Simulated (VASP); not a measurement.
# BAs (F-43m) in VASP: settings compared, part 3 of 3

VASP 6.6.1. The steps go on from the part before.

**5. Single point, PBEsol+D4**

This run uses another cell than the first one, of 13.30 Å³/atom, 0.976 times its volume.

File INCAR:

```
SYSTEM = BAs
PREC = Accurate ; ENCUT = 600
EDIFF = 1E-6 ; ISMEAR = -1
SIGMA = 0.05 ; LREAL = .FALSE.
LASPH = .TRUE. ; NELM = 120
ALGO = Normal ; ISIF = 2
LWAVE = .FALSE. ; LCHARG = .FALSE.
GGA = PS ; IVDW = 13
NBANDS = 16 ; GGA_COMPAT = .FALSE.
```

File KPOINTS:

```
regular mesh
0
G
  10 10 10
  0 0 0
```

File POSCAR:

```
BAs
1.0
    0.0000000000      2.3695236632      2.3695236632
    2.3695236632      0.0000000000      2.3695236632
    2.3695236632      2.3695236632      0.0000000000
As B
1 1
Direct
    0.7500000000      0.7500000000      0.7500000000
    0.0000000000      0.0000000000      0.0000000000
```

Potentials or basis: VASP PAW PBE potentials, release 64 (As_d, B).

On the command line:

```sh
cat potpaw_PBE.64/As_d/POTCAR potpaw_PBE.64/B/POTCAR > POTCAR
mpirun -np 1 vasp_std > vasp.out
```

OUTCAR:

```text
SYSTEM = BAs
   PREC = Accurate
   ENCUT = 600
   EDIFF = 1E-6
   ISMEAR = -1
   LREAL = .FALSE.
   LASPH = .TRUE.
   NELM = 120
   ISIF = 2
   GGA = PS
   IVDW = 13

 ion  position               nearest neighbor table
   1  0.750  0.750  0.750-   2 2.05   2 2.05   2 2.05   2 2.05
   2  0.000  0.000  0.000-   1 2.05   1 2.05   1 2.05   1 2.05

  LATTYP: Found a face centered cubic cell.
 ALAT       =     4.7390473264

  Lattice vectors:

 A1 = (   0.0000000000,   2.3695236632,   2.3695236632)
 A2 = (   2.3695236632,   0.0000000000,   2.3695236632)
 A3 = (   2.3695236632,   2.3695236632,   0.0000000000)

Analysis of symmetry for initial positions (statically):
=====================================================================
 Subroutine PRICEL returns:
 Original cell was already a primitive cell.

 Routine SETGRP: Setting up the symmetry group for a
 face centered cubic supercell.

 Subroutine GETGRP returns: Found 24 space group operations
 (whereof 24 operations were pure point group operations)
 out of a pool of 48 trial point group operations.

The static configuration has the point symmetry T_d .

Analysis of symmetry for dynamics (positions and initial velocities):
=====================================================================
 Subroutine PRICEL returns:
 Original cell was already a primitive cell.

 Routine SETGRP: Setting up the symmetry group for a
 face centered cubic supercell.

 Subroutine GETGRP returns: Found 24 space group operations
 (whereof 24 operations were pure point group operations)
 out of a pool of 48 trial point group operations.

The dynamic configuration has the point symmetry T_d .

 Subroutine INISYM returns: Found 24 space group operations
 (whereof 24 operations are pure point group operations),
 and found     1 'primitive' translations

----------------------------------------------------------------------------------------

                                     Primitive cell

  volume of cell :      26.6081
[... 108 lines left out ...]
     AMIX     =   0.40;   BMIX     =  1.00
     AMIX_MAG =   1.60;   BMIX_MAG =  1.00
  volume/ion in A,a.u.               =      13.30        89.78
  Fermi-wavevector in a.u.,A,eV,Ry     =   1.437125  2.715773 28.100506  2.065329
  Thomas-Fermi vector in A             =   2.556238
   LORBIT       =      0    0 simple, 1 ext, 2 COOP (PROOUT), +10 PAW based schemes
   GGA     = PS    functional components
   LHFCALC =     F    Hartree Fock is set to
   AEXX    =    0.0000 exact exchange contribution
   IVDW    =    13    specifies the selected vdW correction
   LEPSILON=     F    determine dielectric tensor
   LRPA    =     F    only Hartree local field effects (RPA)
 non-spin polarized calculation
  energy-cutoff  :      600.00
  volume of cell :       26.61
 maximum number of plane-waves:       907
   NGX = 13   NGY = 13   NGZ = 13

 number of electron      18.0000006 magnetization

 Free energy of the ion-electron system (eV)
  ---------------------------------------------------
  ext. energy  EPLUGINS =         0.00000000
  ---------------------------------------------------
  free energy    TOTEN  =       -12.24856275 eV

  energy without entropy =      -12.24856251  energy(sigma->0) =      -12.24856263

 E-fermi :   5.4625     XC(G=0): -11.4393

 val. band max:        4.9487517002   @ k =   0.0000   0.0000   0.0000
 cond. band min:       6.0109574912   @ k =   0.4000   0.4000   0.0000
 fundamental gap:      1.0622057910
 Fermi energy:         5.4625427186

 k-point     1 :       0.0000    0.0000    0.0000
  band No.  band energies     occupation
      1     -30.7928      2.00000
      2     -30.7928      2.00000
      3     -30.7928      2.00000
      4     -30.7665      2.00000
      5     -30.7665      2.00000
      6     -10.7076      2.00000
[... 433 lines left out ...]
      3     -30.7790      2.00000
      4     -30.7713      2.00000
      5     -30.7614      2.00000
      6      -7.9948      2.00000
[... 8 lines left out ...]
     15      20.9505      0.00000
     16      21.2528      0.00000

 [... further k-points ...]

------------------------ aborting loop because EDIFF is reached ----------------------------------------

  DFT-D4 for vdW energy calculation

  Edisp (eV):   -0.43449

  FORCE on cell =-STRESS in cart. coord.  units (eV):
  Direction    XX          YY          ZZ          XY          YZ          ZX
  --------------------------------------------------------------------------------------
  -------------------------------------------------------------------------------------
  Total      -0.02748    -0.02748    -0.02748     0.00000     0.00000     0.00000
  in kB      -1.65481    -1.65481    -1.65481     0.00000     0.00000     0.00000
  external pressure =       -1.65 kB  Pullay stress =        0.00 kB

 VOLUME and BASIS-vectors are now :
 -----------------------------------------------------------------------------
  energy-cutoff  :      600.00
  volume of cell :       26.61
      direct lattice vectors                 reciprocal lattice vectors
     0.000000000  2.369523663  2.369523663    -0.211012875  0.211012875  0.211012875
     2.369523663  0.000000000  2.369523663     0.211012875 -0.211012875  0.211012875
     2.369523663  2.369523663  0.000000000     0.211012875  0.211012875 -0.211012875

 POSITION                                       TOTAL-FORCE (eV/Angst)
 -----------------------------------------------------------------------------------
      3.55429      3.55429      3.55429         0.000000     -0.000000      0.000000
      0.00000      0.00000      0.00000        -0.000000      0.000000     -0.000000
 -----------------------------------------------------------------------------------
    total drift:                               -0.000001     -0.000001     -0.000001

  FREE ENERGIE OF THE ION-ELECTRON SYSTEM (eV)
  ---------------------------------------------------
  free  energy   TOTEN  =       -12.6830537282 eV

  energy  without entropy=      -12.6830534810  energy(sigma->0) =      -12.68305360
```

OSZICAR:

```text
N       E                     dE             d eps       ncg     rms          rms(c)
DAV:   1     0.907055934451E+02    0.90706E+02   -0.88272E+03  1744   0.567E+03
DAV:   2    -0.331722477449E+01   -0.94023E+02   -0.89389E+02  1648   0.638E+02
DAV:   3    -0.127067216103E+02   -0.93895E+01   -0.93397E+01  1792   0.896E+01
DAV:   4    -0.129295323369E+02   -0.22281E+00   -0.22278E+00  1856   0.145E+01
DAV:   5    -0.129321678807E+02   -0.26355E-02   -0.26355E-02  1848   0.192E+00    0.554E+00
DAV:   6    -0.123368307532E+02    0.59534E+00   -0.76416E-01  1904   0.659E+00    0.274E+00
DAV:   7    -0.122583028239E+02    0.78528E-01   -0.14940E-01  1952   0.239E+00    0.994E-01
DAV:   8    -0.122485279773E+02    0.97748E-02   -0.15154E-02  2040   0.175E+00    0.101E-01
DAV:   9    -0.122485294948E+02   -0.15175E-05   -0.87535E-04  1864   0.587E-01    0.403E-02
DAV:  10    -0.122485600162E+02   -0.30521E-04   -0.13946E-04  1936   0.274E-01    0.152E-02
DAV:  11    -0.122485626123E+02   -0.25961E-05   -0.12527E-05  2056   0.722E-02    0.532E-03
DAV:  12    -0.122485627526E+02   -0.14022E-06   -0.12434E-06  1672   0.253E-02
   1 F= -.12683054E+02 E0= -.12683054E+02  d E =-.247126E-06
```

Run time: 33 s. Hardware: 1 thread of AMD EPYC 7R13 (Zen 3), shared host; peak memory 0.14 GiB.

What came out:

```yaml
Free_energy: -12.6831 eV
Pressure: -0.2 GPa
Band_gap_on_the_k_mesh: 1.06 eV, indirect (least direct gap 3.27 eV)
Dispersion_energy_per_atom: -0.217 eV
```

Caveat: the PAW data sets were made with another functional, which shifts forces and pressure a little. A k mesh can miss the band edges.

**6. Single point, PBE**

File INCAR:

```
SYSTEM = BAs
ALGO = Normal ; EDIFF = 1E-6
ENCUT = 520 ; GGA = PE
ISIF = 2 ; ISMEAR = -1
LASPH = .True. ; LCHARG = .False.
LREAL = .False. ; LWAVE = .False.
NBANDS = 11 ; NELM = 100
PREC = Accurate ; SIGMA = 0.03
```

File KPOINTS:

```
k-points
0
Gamma
  4 4 4
  0 0 0
```

File POSCAR:

```
BAs
1.0
    0.0000000000      2.3885000000      2.3885000000
    2.3885000000      0.0000000000      2.3885000000
    2.3885000000      2.3885000000      0.0000000000
As B
1 1
Direct
    0.7500000000      0.7500000000      0.7500000000
    0.0000000000      0.0000000000      0.0000000000
```

Potentials or basis: VASP PAW PBE potentials, release 64 (As, B).

On the command line:

```sh
cat potpaw_PBE.64/As/POTCAR potpaw_PBE.64/B/POTCAR > POTCAR
mpirun -np 1 vasp_std > vasp.out
```

It took 10 s on 1 thread of Intel Xeon 8259CL, shared host; peak memory 0.15 GiB.

The run converged. Its results:

```yaml
Free_energy: -11.2278 eV
Pressure: 4.0 GPa
Band_gap_on_the_k_mesh: 1.41 eV, indirect (least direct gap 3.26 eV)
```

Levels at points of the mesh, in eV from the valence-band top:
| k point | band 2 | band 3 | band 4 | band 5 | band 6 | band 7 |
| --- | --- | --- | --- | --- | --- | --- |
| (0.00, 0.00, 0.00) | 0.00 | 0.00 | 0.00 | 3.26 | 3.26 | 3.26 |
| (0.50, 0.00, 0.00) | -8.80 | -1.83 | -1.83 | 2.69 | 4.76 | 4.76 |
| (0.50, 0.50, 0.00) | -8.54 | -4.09 | -4.09 | 1.41 | 1.43 | 11.36 |

Caveat: the k points lie up to 0.57 Å⁻¹ apart. A k mesh can miss the band edges.

**7. Summary**

```csv
level,potentials or basis,cell,k mesh,cutoff (eV),smearing,second run,gap on the mesh (eV),pressure (GPa)
PBE,"VASP PAW PBE potentials, release 64 (As, B)","a = 3.378 Å, angles 60.0°, 2 atoms",6 × 6 × 6,500,gaussian 0.01 eV,-,1.27,3.5
PBE,"VASP PAW PBE potentials, release 64 (As, B)","a = 3.378 Å, angles 60.0°, 2 atoms",10 × 10 × 10,500,fermi-dirac 0.02 eV,-,1.18,3.4
RPBE+D3(BJ),"VASP PAW PBE potentials, release 64 (As_d, B)","a = 3.265 Å, angles 60.0°, 2 atoms",10 × 10 × 10,600,fermi-dirac 0.05 eV,valence_matched,1.10,-0.5
PBEsol+D4,"VASP PAW PBE potentials, release 64 (As_d, B)","a = 3.351 Å, angles 60.0°, 2 atoms",10 × 10 × 10,600,fermi-dirac 0.05 eV,valence_matched,1.06,-0.2
PBE,"VASP PAW PBE potentials, release 64 (As, B)","a = 3.378 Å, angles 60.0°, 2 atoms",4 × 4 × 4,520,fermi-dirac 0.03 eV,-,1.41,4.0
```

Alike in all rows: task single point; no spin polarisation.

Caveats: some runs use coarse meshes; the PAW data sets were made with another functional, which shifts forces and pressure a little (some runs).

Absolute energies hang on the potentials; compare differences alone.
